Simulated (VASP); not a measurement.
# CdS in VASP: a series of runs

CdS is run at these levels: PBE; tasks: single point.

All numbers are computed with VASP 6.6.1; they aren't measurements. Logs are shortened: lines on timing, memory, paths and dates and some standing lists are left out, and cuts for length are marked.

### 1 The cell of the first run

The cell holds a sheet with vacuum, 2 atoms: a = 4.812 Å, b = 4.387 Å, c = 26.743 Å, α = 90.00°, β = 90.00°, γ = 90.00°.

### 2 Single point, PBE

INCAR reads:

```
ALGO     = Normal         # electronic algorithm
DIPOL    = 0.5 0.5 0.299
EDIFF    = 1E-6           # SCF threshold, eV
ENCUT    = 470            # plane-wave cutoff, eV
GGA      = PE             # functional
GGA_COMPAT= F            
IDIPOL   = 3            
ISIF     = 2              # what is computed and relaxed
ISMEAR   = 0              # smearing method
LASPH    = T              # aspherical terms in the spheres
LCHARG   = F              # write CHGCAR
LDIPOL   = T            
LREAL    = F              # projectors in reciprocal space
LWAVE    = F              # write WAVECAR
NBANDS   = 20             # bands
NELM     = 120            # most SCF steps
NELMDL   = -8           
PREC     = Accurate       # precision mode
SIGMA    = 0.1            # smearing width, eV
```

KPOINTS reads:

```
k-points
0
Gamma
  4 4 1
```

POSCAR reads:

```
CdS
1.0
    4.8124382240      0.0000000000      0.0000000000
    0.0000000000      4.3865950570      0.0000000000
    0.0000000000      0.0000000000     26.7429536000
Cd S
1 1
Direct
    0.5000000000      0.0000000000      0.3139923525
    0.5000000000      0.5000000000      0.2842960878
```

Potentials or basis: VASP PAW PBE potentials, release 64 (Cd_sv_GW, S).

Launch:

```bash
> cat potpaw_PBE.64/Cd_sv_GW/POTCAR potpaw_PBE.64/S/POTCAR > POTCAR
> mpirun -np 1 vasp_std > vasp.out
```

OUTCAR:

```text
EDIFF = 1E-6
   ENCUT = 470
   GGA = PE
   ISIF = 2
   ISMEAR = 0
   LASPH = T
   LREAL = F
   NELM = 120
   NELMDL = -8
   PREC = Accurate

 ion  position               nearest neighbor table
   1  0.500  0.000  0.314-   2 2.33   2 2.33
   2  0.500  0.500  0.284-   1 2.33   1 2.33

  LATTYP: Found a simple orthorhombic cell.
 ALAT       =     4.3865950570
 B/A-ratio  =     1.0970782945
 C/A-ratio  =     6.0965175159

  Lattice vectors:

 A1 = (   0.0000000000,  -4.3865950570,   0.0000000000)
 A2 = (   4.8124382240,   0.0000000000,   0.0000000000)
 A3 = (   0.0000000000,   0.0000000000,  26.7429536000)

Analysis of symmetry for initial positions (statically):
=====================================================================
 Subroutine PRICEL returns:
 Original cell was already a primitive cell.

 Routine SETGRP: Setting up the symmetry group for a
 simple orthorhombic supercell.

 Subroutine GETGRP returns: Found  4 space group operations
 (whereof  4 operations were pure point group operations)
 out of a pool of  8 trial point group operations.

The static configuration has the point symmetry C_2v.

Analysis of symmetry for dynamics (positions and initial velocities):
=====================================================================
 Subroutine PRICEL returns:
 Original cell was already a primitive cell.

 Routine SETGRP: Setting up the symmetry group for a
 simple orthorhombic supercell.

 Subroutine GETGRP returns: Found  4 space group operations
 (whereof  4 operations were pure point group operations)
 out of a pool of  8 trial point group operations.

The dynamic configuration has the point symmetry C_2v.

 Subroutine INISYM returns: Found  4 space group operations
 (whereof  4 operations are pure point group operations),
 and found     1 'primitive' translations

----------------------------------------------------------------------------------------

                                     Primitive cell

  volume of cell :     564.5496

  direct lattice vectors                    reciprocal lattice vectors
     4.812438224  0.000000000  0.000000000     0.207794875  0.000000000  0.000000000
     0.000000000  4.386595057  0.000000000     0.000000000  0.227967247  0.000000000
     0.000000000  0.000000000 26.742953600     0.000000000  0.000000000  0.037393028

[... 66 lines left out ...]
   NELM   =    120;   NELMIN=  2; NELMDL= -8     # of ELM steps
   EDIFF  = 0.1E-05   stopping-criterion for ELM
   LREAL  =      F    real-space projection
   EDIFFG = 0.1E-04   stopping-criterion for IOM
   NSW    =      0    number of steps for IOM
   IBRION =     -1    ionic relax: 0-MD 1-quasi-New 2-CG
   NFREE  =      0    steps in history (QN), initial steepest desc. (CG)
   ISIF   =      2    stress and relaxation
   ISYM   =      2    0-nonsym 1-usesym 2-fastsym
   POTIM  = 0.5000    time-step for ionic-motion
   TEBEG  =    0.0;   TEEND  =   0.0 temperature during run
   PSTRESS=    0.0 pullay stress
   NELECT =      26.0000    total number of electrons
   NUPDOWN=      -1.0000    fix difference up-down
   EMIN   =  10.00;   EMAX   =-10.00  energy-range for DOS
   EFERMI =   0.00;   METHOD = LEGACY
   ISMEAR =     0;   SIGMA  =   0.10  broadening in eV -4-tet -1-fermi 0-gaus
   EFERMI_NEDOS =   21; number of points for ismear=-14 and -15
   IALGO  =     38    algorithm
   IMIX   =      4    mixing-type and parameters
     AMIX     =   0.40;   BMIX     =  1.00
     AMIX_MAG =   1.60;   BMIX_MAG =  1.00
  volume/ion in A,a.u.               =     282.27      1904.88
  Fermi-wavevector in a.u.,A,eV,Ry     =   0.586811  1.108913  4.685135  0.344348
  Thomas-Fermi vector in A             =   1.633440
   LORBIT       =      0    0 simple, 1 ext, 2 COOP (PROOUT), +10 PAW based schemes
   GGA     = PE    functional components
   LHFCALC =     F    Hartree Fock is set to
   AEXX    =    0.0000 exact exchange contribution
   IVDW    =     0    specifies the selected vdW correction
   LEPSILON=     F    determine dielectric tensor
   LRPA    =     F    only Hartree local field effects (RPA)
 non-spin polarized calculation
 Gauss-broadening in eV      SIGMA  =   0.10
  energy-cutoff  :      470.00
  volume of cell :      564.55
 maximum number of plane-waves:     13117
 NGX is ok and might be reduce to    36
   NGX = 17   NGY = 15   NGZ = 95

 number of electron      25.9999991 magnetization

 dipolmoment           0.000000      0.000000     -0.211120 electrons x Angstroem

 Free energy of the ion-electron system (eV)
  ---------------------------------------------------
  ext. energy  EPLUGINS =         0.00000000
  ---------------------------------------------------
  free energy    TOTEN  =        -4.70488043 eV

  energy without entropy =       -4.70488043  energy(sigma->0) =       -4.70488043

 E-fermi :  -3.8450     XC(G=0):  -1.3452

 val. band max:       -4.5498755926   @ k =   0.0000   0.5000   0.0000
 cond. band min:      -3.0835057535   @ k =   0.0000   0.0000   0.0000
 fundamental gap:      1.4663698392
 Fermi energy:        -3.8450352800

 k-point     1 :       0.0000    0.0000    0.0000
  band No.  band energies     occupation
      1    -106.6893      2.00000
      2     -67.7939      2.00000
      3     -67.7528      2.00000
      4     -67.7156      2.00000
      5     -16.5016      2.00000
      6     -12.9023      2.00000
[... 196 lines left out ...]
     19       3.1356      0.00000
     20       3.5256      0.00000

------------------------ aborting loop because EDIFF is reached ----------------------------------------

 vacuum level on the upper side and lower side of the slab       (xc-potential included)        -0.892         0.880

  FORCE on cell =-STRESS in cart. coord.  units (eV):
  Direction    XX          YY          ZZ          XY          YZ          ZX
  --------------------------------------------------------------------------------------
  -------------------------------------------------------------------------------------
  Total       -0.2690227     -0.4510540     -0.4281609      0.0000000      0.0000000      0.0000000
  in kB       -0.7634796     -1.2800797     -1.2151099      0.0000000      0.0000000      0.0000000
  external PRESSURE =      -1.0862230 kB  Pullay stress =       0.0000000 kB

 VOLUME and BASIS-vectors are now :
 -----------------------------------------------------------------------------
  energy-cutoff  :      470.00
  volume of cell :      564.55
      direct lattice vectors                 reciprocal lattice vectors
     4.812438224  0.000000000  0.000000000     0.207794875  0.000000000  0.000000000
     0.000000000  4.386595057  0.000000000     0.000000000  0.227967247  0.000000000
     0.000000000  0.000000000 26.742953600     0.000000000  0.000000000  0.037393028

 POSITION                                       TOTAL-FORCE (eV/Angst)
 -----------------------------------------------------------------------------------
      2.40622      0.00000      8.39708         0.000000      0.000000     -0.003668
      2.40622      2.19330      7.60292         0.000000      0.000000      0.003668
 -----------------------------------------------------------------------------------
    total drift:                                0.000000     -0.000000     -0.000202

  FREE ENERGIE OF THE ION-ELECTRON SYSTEM (eV)
  ---------------------------------------------------
  free  energy   TOTEN  =        -4.7048804292 eV

  energy  without entropy=       -4.7048804292  energy(sigma->0) =       -4.70488043

 vacuum level on the upper side and lower side of the slab        -0.204         1.606
```

It took 79 s on 1 thread of Intel Xeon 6975P-C (Granite Rapids), shared host; peak memory 0.54 GiB.

Results:

```yaml
Free_energy: -4.7049 eV
Largest_force: 0.004 eV/Å
Band_gap_on_the_k_mesh: 1.47 eV, indirect (least direct gap 2.15 eV)
```

Forces on the atoms (eV/Å):
```
Cd   0.000  0.000 -0.004
S    0.000  0.000  0.004
```

### 3 Single point, PBE

INCAR reads:

```
SYSTEM = CdS
ALGO = Normal
DIPOL = 0.5 0.5 0.299
EDIFF = 1E-6
ENCUT = 470
GGA = PE
GGA_COMPAT = .FALSE.
IDIPOL = 3
ISIF = 2
ISMEAR = 0
LASPH = .TRUE.
LCHARG = .TRUE.
LDIPOL = .TRUE.
LELF = .TRUE.
LREAL = .FALSE.
LVACPOTAV = .TRUE.
LVHAR = .TRUE.
LWAVE = .FALSE.
NBANDS = 20
NELM = 120
NELMDL = -8
PREC = Accurate
SIGMA = 0.02
```

KPOINTS reads:

```
k-points
0
G
  6 6 1
  0 0 0
```

POSCAR is that of step 2.

Potentials or basis: VASP PAW PBE potentials, release 64 (Cd_sv_GW, S).

Launch:

```bash
> cat potpaw_PBE.64/Cd_sv_GW/POTCAR potpaw_PBE.64/S/POTCAR > POTCAR
> mpirun -np 1 vasp_std > vasp.out
```

It took 3.5 min on 1 thread of Intel Xeon Platinum 8488C (Sapphire Rapids), shared host; peak memory 0.61 GiB.

The run converged. Its results:

| Quantity | Value |
| --- | --- |
| Free energy | -4.7172 eV |
| Largest force | 0.014 eV/Å |
| Band gap on the k mesh | 1.47 eV, indirect (least direct gap 2.15 eV) |

Forces in eV/Å, atoms in the order of the input:
```
Cd   0.000  0.000 -0.014
S    0.000  0.000  0.014
```

Levels at points of the mesh, in eV from the valence-band top:
| k point | band 11 | band 12 | band 13 | band 14 | band 15 | band 16 |
| --- | --- | --- | --- | --- | --- | --- |
| (0.00, 0.00, 0.00) | -1.69 | -1.68 | -0.68 | 1.47 | 3.60 | 4.54 |
| (0.50, 0.00, 0.00) | -1.65 | -1.48 | -1.27 | 1.97 | 3.97 | 4.46 |
| (0.00, 0.50, 0.00) | -3.94 | -0.96 | 0.00 | 2.16 | 5.20 | 5.21 |
| (0.50, 0.50, 0.00) | -3.77 | -0.90 | -0.41 | 2.63 | 3.03 | 6.58 |

### 4 Single point, PBE

This run uses another cell than the first one, of 391.43 Å³/atom, 1.387 times its volume.

INCAR reads:

```
  PREC = Accurate
  ENCUT = 470
  EDIFF = 1E-6
  ISMEAR = 0
  SIGMA = 0.02
  LREAL = False
  LASPH = True
  NELM = 120
  ALGO = Normal
  ISIF = 2
  LWAVE = False
  LCHARG = False
  LDIPOL = True
  IDIPOL = 3
  DIPOL = 0.5 0.5 0.299
  GGA = PE
  NBANDS = 20
  GGA_COMPAT = False
  NELMDL = -8
```

KPOINTS reads:

```
regular mesh
0
Gamma
  6 6 1
```

POSCAR reads:

```
CdS
1.0
    6.6757198781      0.0000000000      0.0000000000
    0.0000000000      4.3850640206      0.0000000000
    0.0000000000      0.0000000000     26.7429536000
Cd S
1 1
Direct
    0.5000000000      0.0000000000      0.3140792005
    0.5000000000      0.5000000000      0.2842092398
```

Launch:

```bash
> cat potpaw_PBE.64/Cd_sv_GW/POTCAR potpaw_PBE.64/S/POTCAR > POTCAR
> mpirun -np 1 vasp_std > vasp.out
```

Wall time 3.5 min (1 thread of Intel Xeon 6975P-C (Granite Rapids), shared host); peak memory 0.76 GiB.

It converged, with:

```
Free energy            : -4.7388 eV
Band gap on the k mesh : 1.89 eV, indirect (least direct gap 2.61 eV)
```

Levels at points of the mesh, in eV from the valence-band top:
| k point | band 10 | band 11 | band 12 | band 13 | band 14 | band 15 | band 16 | band 17 |
| --- | --- | --- | --- | --- | --- | --- | --- | --- |
| (0.00, 0.00, 0.00) | -7.24 | -1.44 | -1.36 | -0.75 | 1.89 | 4.07 | 4.94 | 5.48 |
| (0.50, 0.00, 0.00) | -7.24 | -1.44 | -1.34 | -0.81 | 1.99 | 4.35 | 4.38 | 5.68 |
| (0.00, 0.50, 0.00) | -7.50 | -3.63 | -0.72 | 0.00 | 2.61 | 4.35 | 5.67 | 6.61 |
| (0.50, 0.50, 0.00) | -7.50 | -3.62 | -0.72 | -0.03 | 2.67 | 3.90 | 6.27 | 6.81 |

### 5 Overview

```csv
cell,k mesh,smearing,gap on the mesh (eV)
"a = 4.812, b = 4.387, c = 26.743 Å, 2 atoms",4 × 4 × 1,gaussian 0.1 eV,1.47
"a = 4.812, b = 4.387, c = 26.743 Å, 2 atoms",6 × 6 × 1,gaussian 0.02 eV,1.47
"a = 6.676, b = 4.385, c = 26.743 Å, 2 atoms",6 × 6 × 1,gaussian 0.02 eV,1.89
```

Alike in all rows: task single point; level PBE; potentials or basis VASP PAW PBE potentials, release 64 (Cd_sv_GW, S); no spin polarisation; cutoff (eV) 470.

Absolute energies hang on the potentials; compare differences alone.
